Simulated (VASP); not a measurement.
Wanted: the native input for a VASP 6.6.1 run.

```yaml
Task: single point
Functional: PBE
Potentials_or_basis: VASP PAW PBE potentials, release 64 (Ga_d, O)
Cutoff: 520 eV
k_mesh: 1 × 1 × 1, shifted
Occupations: gaussian, width 0.01 eV
Spin: no spin polarisation
Dipole_correction: no
Further_INCAR_settings: LREAL = Auto; ALGO = Normal; EDIFF = 1e-06; NBANDS = 205
```

The structure of Ga16O25 (a cell with a defect) (O_i (split with O)) lies in POSCAR:

```
Ga16O25
1.0
    2.5289754500      1.4601046700      4.5413080100
   -5.0579508900      2.9202093400      9.0826160100
    0.0000000000     -5.8404185800      9.0826160400
Ga O
16 25
Direct
    0.8845487981      0.4271316963      0.4297866138
    0.6764849436      0.3101780507      0.3145557613
    0.1531567050      0.0693119307      0.0706424263
    0.3783131504      0.1722219889      0.1731269797
    0.8547120176      0.4208197870      0.9357344964
    0.6487261379      0.3232838657      0.8194698821
    0.1514808694      0.0717605308      0.5707660897
    0.3636045928      0.1818347775      0.6750746795
    0.8574157308      0.9256188673      0.4273001147
    0.6416467071      0.8212217032      0.3241147970
    0.1345168199      0.5687335405      0.0701112696
    0.3438741939      0.6846991885      0.1637673317
    0.8578119228      0.9302514883      0.9248358842
    0.6420106318      0.8281128646      0.8195352927
    0.1142272157      0.5784891045      0.5994042498
    0.3528098975      0.6835484187      0.6811713504
    0.7621974618      0.2201505960      0.0250487877
    0.4527391847      0.0257897769      0.3733155224
    0.0914669055      0.3642586336      0.2161224257
    0.2703311364      0.2734896795      0.4708989483
    0.9609994415      0.1178475124      0.2741369668
    0.5512050465      0.4719572262      0.1244893268
    0.7621096687      0.2209142418      0.5262314192
    0.4499955772      0.0284450087      0.8727875318
    0.0506273602      0.3728811706      0.7314698339
    0.2587772240      0.2745301129      0.9719670116
    0.9518890182      0.1269395808      0.7742770728
    0.5571823893      0.4757059319      0.6214842916
    0.7454479415      0.7268240379      0.0210030696
    0.2316360650      0.5625841202      0.4119842324
    0.0553304872      0.8753373910      0.2199217633
    0.2460114646      0.7784732757      0.4777510672
    0.9348948830      0.6320546218      0.2630875292
    0.5592640574      0.9720080221      0.1235019869
    0.7282974283      0.7325967778      0.5344260728
    0.4478443796      0.5263448706      0.8736512838
    0.0496755306      0.8785345208      0.7235107139
    0.2527738823      0.7783088759      0.9658617325
    0.9434081374      0.6234393697      0.7863981866
    0.5566057936      0.9755199333      0.6230453112
    0.5763795647      0.5040562426      0.3324665555
```

One way to write it, as run:

INCAR

```
PREC = Accurate
ENCUT = 520
EDIFF = 1E-6
ISMEAR = 0
SIGMA = 0.01
LREAL = Auto
LASPH = True
NELM = 100
ALGO = Normal
ISIF = 2
LWAVE = False
LCHARG = False
GGA = PE
NBANDS = 205
```

KPOINTS

```
Automatic mesh
0
Gamma
  1 1 1
  0.25 0.25 0.25
```

Potentials or basis: VASP PAW PBE potentials, release 64 (Ga_d, O).

Launch:

```console
$ cat potpaw_PBE.64/Ga_d/POTCAR potpaw_PBE.64/O/POTCAR > POTCAR
$ mpirun -np 1 vasp_std > vasp.out
```

Results of the run:

| Property | Result |
| --- | --- |
| Pressure | 6.2 GPa |
| Largest force | 0.219 eV/Å |
| Band gap on the k mesh | 2.82 eV |

Caveat: the k points lie up to 1.51 Å⁻¹ apart.

Wall time 6 min on 1 thread of Intel(R) Xeon(R) Platinum 8488C (Sapphire Rapids) (shared host), peak memory 0.55 GiB.
